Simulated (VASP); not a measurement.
# Si in VASP: single point with PBE

Aim: the single point of Si with PBE.

All numbers are computed with VASP 6.6.1; they aren't measurements. Logs are shortened: lines on timing, memory, paths and dates and some standing lists are left out, and cuts for length are marked.

**1. The cell of the first run**

The cell holds a slab with vacuum, 24 atoms: a = 7.736 Å, b = 7.736 Å, c = 21.437 Å, α = 90.00°, β = 90.00°, γ = 90.00°.

**2. Single point, PBE**

INCAR

```
PREC = Accurate
ENCUT = 400
EDIFF = 1E-6
ISMEAR = 0
SIGMA = 0.03
LREAL = False
LASPH = True
NELM = 120
ALGO = Normal
ISIF = 2
LWAVE = False
LCHARG = False
LDIPOL = True
IDIPOL = 3
DIPOL = 0.5 0.5 0.500
GGA = PE
ISYM = 0
NBANDS = 66
GGA_COMPAT = False
NELMDL = -8
```

KPOINTS

```
regular mesh
0
Gamma
  3 3 1
```

POSCAR

```
Si
1.0
    7.7356525700      0.0000000000      0.0000000000
    0.0000000000      7.7356525700      0.0000000000
    0.0000000000      0.0000000000     21.4374154681
Si
24
Direct
   -0.0837933528     -0.0028128113      0.3386092593
    1.1282137548      0.4977796543      0.3676741172
    0.6254588966      1.0000318303      0.3772394706
    0.4136217018      0.5003311669      0.3352875095
    0.4928204503      0.2685757359      0.4035477584
    0.4857279247      0.7349201124      0.4034370810
    0.0075204818      0.2358315851      0.4029392405
    0.0008580647      0.7576648158      0.4030628369
    0.2444900851      0.7607033568      0.4730933338
    0.2531592629      0.2386550675      0.4730286339
    0.7441025232      0.7258194536      0.4619954619
    0.7530105168      0.2716187425      0.4621007295
    0.7385879731      0.9984108974      0.5143603306
    0.7461910911      0.4982831476      0.5347672903
    0.2451834177     -0.0003970032      0.5414759114
    0.2470825152      0.5006277237      0.5355492452
    0.4975816949      0.5288922857      0.6022481052
    0.5176455734      0.9965885442      0.5920583000
   -0.0043812729      0.4779632592      0.6020249983
   -0.0305907183      1.0048211584      0.5900546745
   -0.1398539445      0.7373641639      0.6271741040
   -0.0863114546      0.2336798016      0.6640783557
    0.5758675254      0.7685509993      0.6676571027
    0.6278072896      0.2660963125      0.6265361496
```

Potentials or basis: VASP PAW PBE potentials, release 64 (Si).

Launch:

```
$ cat potpaw_PBE.64/Si/POTCAR > POTCAR
$ mpirun -np 1 vasp_std > vasp.out
```

OUTCAR:

```text
PREC = Accurate
   ENCUT = 400
   EDIFF = 1E-6
   ISMEAR = 0
   LREAL = False
   LASPH = True
   NELM = 120
   ISIF = 2
   GGA = PE
   ISYM = 0
   NELMDL = -8

 ion  position               nearest neighbor table
   1  0.916  0.997  0.339-   3 2.40   8 2.40   7 2.41
   2  0.128  0.498  0.368-   4 2.31   7 2.36   8 2.36
   3  0.625  0.000  0.377-   5 2.38   6 2.39   1 2.40  11 2.94  12 2.95  13 3.07
   4  0.414  0.500  0.335-   2 2.31   5 2.39   6 2.40
   5  0.493  0.269  0.404-  12 2.37   3 2.38  10 2.39   4 2.39
   6  0.486  0.735  0.403-  11 2.36   3 2.39   4 2.40   9 2.40
   7  0.008  0.236  0.403-   2 2.36  12 2.36   1 2.41  10 2.42
   8  0.001  0.758  0.403-   2 2.36  11 2.37   1 2.40   9 2.41
   9  0.244  0.761  0.473-  15 2.36   6 2.40   8 2.41  16 2.42
  10  0.253  0.239  0.473-  15 2.36   5 2.39   7 2.42  16 2.43
  11  0.744  0.726  0.462-  14 2.35   6 2.36   8 2.37  13 2.39   3 2.94
  12  0.753  0.272  0.462-  14 2.35   7 2.36   5 2.37  13 2.39   3 2.95
  13  0.739  0.998  0.514-  18 2.39  11 2.39  12 2.39  20 2.41   3 3.07
  14  0.746  0.498  0.535-  12 2.35  11 2.35  19 2.41  17 2.42  24 2.82  21 2.85
  15  0.245  1.000  0.541-   9 2.36  10 2.36  18 2.37  20 2.37
  16  0.247  0.501  0.536-   9 2.42  19 2.42  17 2.42  10 2.43
  17  0.498  0.529  0.602-  24 2.33  23 2.40  16 2.42  14 2.42
  18  0.518  0.997  0.592-  15 2.37  24 2.37  13 2.39  23 2.44
  19  0.996  0.478  0.602-  21 2.33  22 2.40  14 2.41  16 2.42
  20  0.969  0.005  0.590-  21 2.37  15 2.37  13 2.41  22 2.42
  21  0.860  0.737  0.627-  19 2.33  20 2.37  23 2.38  14 2.85
  22  0.914  0.234  0.664-  24 2.37  19 2.40  20 2.42
  23  0.576  0.769  0.668-  21 2.38  17 2.40  18 2.44
  24  0.628  0.266  0.627-  17 2.33  22 2.37  18 2.37  14 2.82

IMPORTANT INFORMATION: All symmetrisations will be switched off!
NOSYMM: (Re-)initialisation of all symmetry stuff for point group C_1.

----------------------------------------------------------------------------------------

                                     Primitive cell

  volume of cell :    1282.8218

  direct lattice vectors                    reciprocal lattice vectors
     7.735652570  0.000000000  0.000000000     0.129271576  0.000000000  0.000000000
     0.000000000  7.735652570  0.000000000     0.000000000  0.129271576  0.000000000
     0.000000000  0.000000000 21.437415468     0.000000000  0.000000000  0.046647414

  length of vectors
     7.735652570  7.735652570 21.437415468     0.129271576  0.129271576  0.046647414

  position of ions in fractional coordinates (direct lattice)
     0.916206647  0.997187189  0.338609259
     0.128213755  0.497779654  0.367674117
     0.625458897  0.000031830  0.377239471
     0.413621702  0.500331167  0.335287509
     0.492820450  0.268575736  0.403547758
     0.485727925  0.734920112  0.403437081
[... 16 lines left out ...]
     0.575867525  0.768550999  0.667657103
     0.627807290  0.266096312  0.626536150

  ion indices of the primitive-cell ions
   primitive index   ion index
                 1           1
                 2           2
                 3           3
                 4           4
                 5           5
                 6           6
[... 16 lines left out ...]
                23          23
                24          24

----------------------------------------------------------------------------------------

 KPOINTS: regular mesh

Automatic generation of k-mesh.
 Grid dimensions read from file:
 generate k-points for:    3    3    1

 Generating k-lattice:

  Cartesian coordinates                     Fractional coordinates (reciprocal lattice)
     0.043090525  0.000000000  0.000000000     0.333333333  0.000000000  0.000000000
     0.000000000  0.043090525  0.000000000     0.000000000  0.333333333  0.000000000
     0.000000000  0.000000000  0.046647414     0.000000000  0.000000000  1.000000000

  Length of vectors
     0.043090525  0.043090525  0.046647414

  Shift w.r.t. Gamma in fractional coordinates (k-lattice)
     0.000000000  0.000000000  0.000000000

 Subroutine IBZKPT returns following result:
 ===========================================

 Found      5 irreducible k-points:

 Following reciprocal coordinates:
            Coordinates               Weight
  0.000000  0.000000  0.000000      1.000000
  0.333333  0.000000  0.000000      2.000000
  0.000000  0.333333  0.000000      2.000000
  0.333333  0.333333  0.000000      2.000000
 -0.333333  0.333333  0.000000      2.000000
   k-points           NKPTS =      5   k-points in BZ     NKDIM =      5   number of bands    NBANDS=     66
   number of dos      NEDOS =    301   number of ions     NIONS =     24
   total plane-waves  NPLWV = 350000
   dimension x,y,z NGX =    50 NGY =   50 NGZ =  140
   dimension x,y,z NGXF=   100 NGYF=  100 NGZF=  280
   ions per type =              24
   NGX,Y,Z   is equivalent  to a cutoff of  10.75, 10.75, 10.86 a.u.
   NGXF,Y,Z  is equivalent  to a cutoff of  21.49, 21.49, 21.71 a.u.
 SYSTEM =  unknown system
   PREC   = accura    normal or accurate (medium, high low for compatibility)
   ISTART =      0    job   : 0-new  1-cont  2-samecut
   ICHARG =      2    charge: 1-file 2-atom 10-const
   ISPIN  =      1    spin polarized calculation?
   LNONCOLLINEAR =      F non collinear calculations
   LSORBIT =      F    spin-orbit coupling
   LASPH  =      T    aspherical Exc in radial PAW
   ENCUT  =  400.0 eV  29.40 Ry    5.42 a.u.  12.61 12.61 34.96*2*pi/ulx,y,z
   NELM   =    120;   NELMIN=  2; NELMDL= -8     # of ELM steps
   EDIFF  = 0.1E-05   stopping-criterion for ELM
   LREAL  =      F    real-space projection
   EDIFFG = 0.1E-04   stopping-criterion for IOM
   NSW    =      0    number of steps for IOM
   IBRION =     -1    ionic relax: 0-MD 1-quasi-New 2-CG
   NFREE  =      0    steps in history (QN), initial steepest desc. (CG)
   ISIF   =      2    stress and relaxation
   ISYM   =      0    0-nonsym 1-usesym 2-fastsym
   POTIM  = 0.5000    time-step for ionic-motion
   TEBEG  =    0.0;   TEEND  =   0.0 temperature during run
   PSTRESS=    0.0 pullay stress
   NELECT =      96.0000    total number of electrons
   NUPDOWN=      -1.0000    fix difference up-down
   EMIN   =  10.00;   EMAX   =-10.00  energy-range for DOS
   EFERMI =   0.00;   METHOD = LEGACY
   ISMEAR =     0;   SIGMA  =   0.03  broadening in eV -4-tet -1-fermi 0-gaus
   EFERMI_NEDOS =   21; number of points for ismear=-14 and -15
   IALGO  =     38    algorithm
   IMIX   =      4    mixing-type and parameters
     AMIX     =   0.40;   BMIX     =  1.00
     AMIX_MAG =   1.60;   BMIX_MAG =  1.00
  volume/ion in A,a.u.               =      53.45       360.70
  Fermi-wavevector in a.u.,A,eV,Ry     =   0.689885  1.303693  6.475568  0.475941
  Thomas-Fermi vector in A             =   1.771096
   LORBIT       =      0    0 simple, 1 ext, 2 COOP (PROOUT), +10 PAW based schemes
   GGA     = PE    functional components
   LHFCALC =     F    Hartree Fock is set to
   AEXX    =    0.0000 exact exchange contribution
   IVDW    =     0    specifies the selected vdW correction
   LEPSILON=     F    determine dielectric tensor
   LRPA    =     F    only Hartree local field effects (RPA)
 non-spin polarized calculation
 Gauss-broadening in eV      SIGMA  =   0.03
  energy-cutoff  :      400.00
  volume of cell :     1282.82
 maximum number of plane-waves:     23347
 NGX is ok and might be reduce to    50
   NGX = 25   NGY = 25   NGZ = 69

 dipolmoment           0.000000      0.000000     -0.017791 electrons x Angstroem

 number of electron      95.9999999 magnetization

 dipolmoment           0.000000      0.000000      0.015359 electrons x Angstroem

 Free energy of the ion-electron system (eV)
  ---------------------------------------------------
  ext. energy  EPLUGINS =         0.00000000
  ---------------------------------------------------
  free energy    TOTEN  =      -120.65754473 eV

  energy without entropy =     -120.65669075  energy(sigma->0) =     -120.65711774

 E-fermi :  -0.9440     XC(G=0):  -4.2765

 val. band max:       -0.9877361320   @ k =   0.3333   0.3333   0.0000
 cond. band min:      -0.9067572903   @ k =   0.0000   0.0000   0.0000
 fundamental gap:      0.0809788417
 Fermi energy:        -0.9440285971

 k-point     1 :       0.0000    0.0000    0.0000
  band No.  band energies     occupation
      1     -12.6665      2.00000
      2     -11.7942      2.00000
      3     -10.8819      2.00000
      4     -10.7059      2.00000
      5     -10.6536      2.00000
      6     -10.1126      2.00000
[... 52 lines left out ...]
     59       1.3611      0.00000
     60       1.4241      0.00000

 k-point     2 :       0.3333    0.0000    0.0000
  band No.  band energies     occupation
      1     -12.4935      2.00000
      2     -11.7438      2.00000
      3     -11.4663      2.00000
      4     -10.6419      2.00000
      5     -10.4447      2.00000
      6     -10.4160      2.00000
[... 52 lines left out ...]
     59       1.4577      0.00000
     60       1.5128      0.00000

 k-point     3 :       0.0000    0.3333    0.0000
  band No.  band energies     occupation
      1     -12.4302      2.00000
      2     -11.7797      2.00000
      3     -11.5195      2.00000
      4     -10.9617      2.00000
      5     -10.4530      2.00000
      6      -9.9022      2.00000
[... 52 lines left out ...]
     59       1.5958      0.00000
     60       1.6714      0.00000

 k-point     4 :       0.3333    0.3333    0.0000
  band No.  band energies     occupation
      1     -12.2584      2.00000
      2     -11.6474      2.00000
      3     -11.5094      2.00000
      4     -11.1429      2.00000
      5     -10.7625      2.00000
      6     -10.4469      2.00000
[... 52 lines left out ...]
     59       1.7703      0.00000
     60       1.9216      0.00000

 k-point     5 :      -0.3333    0.3333    0.0000
  band No.  band energies     occupation
      1     -12.2590      2.00000
      2     -11.6416      2.00000
      3     -11.5217      2.00000
      4     -11.1208      2.00000
      5     -10.7815      2.00000
      6     -10.4500      2.00000
[... 52 lines left out ...]
     59       1.7025      0.00000
     60       1.8424      0.00000
 [bands above 60 left out]

------------------------ aborting loop because EDIFF is reached ----------------------------------------

 vacuum level on the upper side and lower side of the slab       (xc-potential included)        -0.059        -0.093

  FORCE on cell =-STRESS in cart. coord.  units (eV):
  Direction    XX          YY          ZZ          XY          YZ          ZX
  --------------------------------------------------------------------------------------
  -------------------------------------------------------------------------------------
  Total      -10.1556513     -4.5434587     -0.1881513     -1.2230685     -0.0625726     -0.1344746
  in kB      -12.6838772     -5.6745422     -0.2349911     -1.5275485     -0.0781500     -0.1679517
  external PRESSURE =      -6.1978035 kB  Pullay stress =       0.0000000 kB

 VOLUME and BASIS-vectors are now :
 -----------------------------------------------------------------------------
  energy-cutoff  :      400.00
  volume of cell :     1282.82
      direct lattice vectors                 reciprocal lattice vectors
     7.735652570  0.000000000  0.000000000     0.129271576  0.000000000  0.000000000
     0.000000000  7.735652570  0.000000000     0.000000000  0.129271576  0.000000000
     0.000000000  0.000000000 21.437415468     0.000000000  0.000000000  0.046647414

 POSITION                                       TOTAL-FORCE (eV/Angst)
 -----------------------------------------------------------------------------------
      7.08746      7.71389      7.25891         0.016737     -0.007930     -0.002108
      0.99182      3.85065      7.88198         0.035319      0.013088      0.045126
      4.83833      0.00025      8.08704         0.003666      0.013475      0.052254
      3.19963      3.87039      7.18770         0.002602      0.014648      0.059309
      3.81229      2.07761      8.65102        -0.007243      0.000367     -0.028736
      3.75742      5.68509      8.64865        -0.007776     -0.021924     -0.056986
[... 16 lines left out ...]
      4.45471      5.94524     14.31284         0.021497      0.015136     -0.003374
      4.85650      2.05843     13.43132        -0.019683      0.004587      0.047226
 -----------------------------------------------------------------------------------
    total drift:                                0.000315      0.000819      0.000300

  FREE ENERGIE OF THE ION-ELECTRON SYSTEM (eV)
  ---------------------------------------------------
  free  energy   TOTEN  =      -120.6575447337 eV

  energy  without entropy=     -120.6566907504  energy(sigma->0) =     -120.65711774

 vacuum level on the upper side and lower side of the slab         4.008         3.973
```

It took 17 min on 1 thread of Oxide Virtual Turin-like, shared host; peak memory 0.75 GiB.

What came out:

- Free energy: -120.6575 eV
- Largest force: 0.062 eV/Å
- Band gap on the k mesh: 0.08 eV (least direct gap 0.24 eV)

Forces in eV/Å, atoms in the order of the input:
```
Si   0.017 -0.008 -0.002
Si   0.035  0.013  0.045
Si   0.004  0.013  0.052
Si   0.003  0.015  0.059
Si  -0.007  0.000 -0.029
Si  -0.008 -0.022 -0.057
Si  -0.010  0.010  0.002
Si  -0.012 -0.031 -0.025
Si   0.006  0.006 -0.006
Si  -0.005 -0.006 -0.009
Si  -0.005  0.010  0.006
Si  -0.007 -0.010 -0.027
Si   0.003 -0.003 -0.009
Si   0.006  0.037 -0.024
Si  -0.007  0.017 -0.009
Si  -0.005 -0.011 -0.014
Si  -0.005  0.001 -0.012
Si  -0.015  0.002  0.006
Si   0.008  0.001 -0.009
Si   0.032 -0.007 -0.015
Si  -0.004 -0.030  0.040
Si  -0.025 -0.019 -0.007
Si   0.021  0.015 -0.003
Si  -0.020  0.005  0.047
```

Levels at points of the mesh, in eV from the valence-band top:
| k point | band 45 | band 46 | band 47 | band 48 | band 49 | band 50 | band 51 | band 52 |
| --- | --- | --- | --- | --- | --- | --- | --- | --- |
| (0.00, 0.00, 0.00) | -0.43 | -0.31 | -0.17 | -0.16 | 0.08 | 0.45 | 0.91 | 0.96 |
